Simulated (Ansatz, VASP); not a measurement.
Al2Cu: VASP beside Ansatz

INCAR

```
SYSTEM = Al2Cu
PREC = Accurate
ENCUT = 520
EDIFF = 1E-7
ISMEAR = 0
SIGMA = 0.1
LREAL = .False.
LASPH = .True.
NELM = 80
ALGO = Normal
ISIF = 2
LWAVE = .False.
LCHARG = .False.
GGA = PE
NBANDS = 16
```

The input KPOINTS:

```
Automatic mesh
0
Gamma
  10 10 14
  0 0 0
```

File POSCAR:

```
Al2Cu
1.0
    4.1051820000      0.0000000000      0.0000000000
    0.0000000000      4.1051820000      0.0000000000
    0.0000000000      0.0000000000      2.8913130000
Al Cu
2 1
Direct
    0.5000000000      0.0000000000      0.5000000000
    0.0000000000      0.5000000000      0.5000000000
    0.0000000000      0.0000000000      0.0000000000
```

Input for Ansatz:

```yaml
crystal:
  lattice:
    - [4.105182, 0.0, 0.0]
    - [0.0, 4.105182, 0.0]
    - [0.0, 0.0, 2.891313]
  atoms:
    - { symbol: Al, position: [0.5, 0.0, 0.5] }
    - { symbol: Al, position: [0.0, 0.5, 0.5] }
    - { symbol: Cu, position: [0.0, 0.0, 0.0] }
basis:
  ecutwfc: 460
kpoints:
  mp_grid: { grid: [10, 10, 14] }
hamiltonian:
  xc: pbe
scf:
  occupations: { method: gaussian, width: 0.1 }
output:
  forces: true
  stress: true
  eigenvalues: true
  write_density: true
  write_potential: true
  elf: true
  volumetric_format: npy
```

Alike in both runs: task single point; functional PBE; k mesh 10 × 10 × 14; occupations gaussian, width 0.1 eV; no spin polarisation.

|  | VASP | Ansatz |
| --- | --- | --- |
| version | VASP 6.6.1 | Ansatz 0.2.0 |
| potentials or method | VASP PAW PBE potentials, release 64 (Al, Cu), cutoff 520 eV | scalar-relativistic, plane waves, PAW |
| valence electrons in the cell | 17 | 25 |

VASP gave:

```
gap on the k mesh at the Fermi level (eV)                     : none
pressure (GPa)                                                : 0.7
traceless stress, the component that is largest in VASP (GPa) : -0.33
```

Q: Estimate Ansatz's values.

A: gap on the k mesh at the Fermi level (eV): none; pressure (GPa): 0.5; traceless stress, the component that is largest in VASP (GPa): -0.35.

A gap of «none» marks a metal or a gap that the smearing closes. VASP's potentials hold 17 valence electrons a cell and Ansatz's 25, so a difference there can come from the potentials and not from the codes.
